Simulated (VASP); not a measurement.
Wanted: the native input for a VASP 6.6.1 run.

```yaml
Task: single point
Functional: PBE
Potentials_or_basis: VASP PAW PBE potentials, release 64 (Be, Cd, Cu)
Cutoff: 520 eV
k_mesh: 10 × 10 × 10
Occupations: gaussian, width 0.1 eV
Spin: no spin polarisation
Dipole_correction: no
Further_INCAR_settings: ALGO = Normal; EDIFF = 1e-06; NBANDS = 32
```

The structure of BeCdCu3 lies in POSCAR:

```
BeCdCu3
1.0
    4.1271783277      0.0000000000      0.0000000000
    0.0000000000      4.1271783277      0.0000000000
    0.0000000000      0.0000000000      4.1271783277
Be Cd Cu
1 1 3
Direct
    0.5000000000      0.5000000000      0.5000000000
    0.0000000000      0.0000000000      0.0000000000
    0.0000000000      0.5000000000      0.5000000000
    0.5000000000      0.0000000000      0.5000000000
    0.5000000000      0.5000000000      0.0000000000
```

The input as run:

INCAR

```
SYSTEM = BeCdCu3
  PREC = Accurate
  ENCUT = 520
  EDIFF = 1E-6
  ISMEAR = 0
  SIGMA = 0.1
  LREAL = .False.
  LASPH = .True.
  NELM = 100
  ALGO = Normal
  ISIF = 2
  LWAVE = .False.
  LCHARG = .False.
  GGA = PE
  NBANDS = 32
```

KPOINTS

```
regular mesh
0
Gamma
  10 10 10
  0 0 0
```

Potentials or basis: VASP PAW PBE potentials, release 64 (Be, Cd, Cu).

Command:

```console
$ cat potpaw_PBE.64/Be/POTCAR potpaw_PBE.64/Cd/POTCAR potpaw_PBE.64/Cu/POTCAR > POTCAR
$ mpirun -np 1 vasp_std > vasp.out
```

Results of the run:

```json
{"Pressure": "0.3 GPa", "Band gap on the k mesh": "zero (an odd number of electrons rules out a gap without spin polarisation)"}
```

Wall time 37 s on 1 thread of Intel(R) Xeon(R) 6975P-C (Granite Rapids) (shared host), peak memory 0.25 GiB.
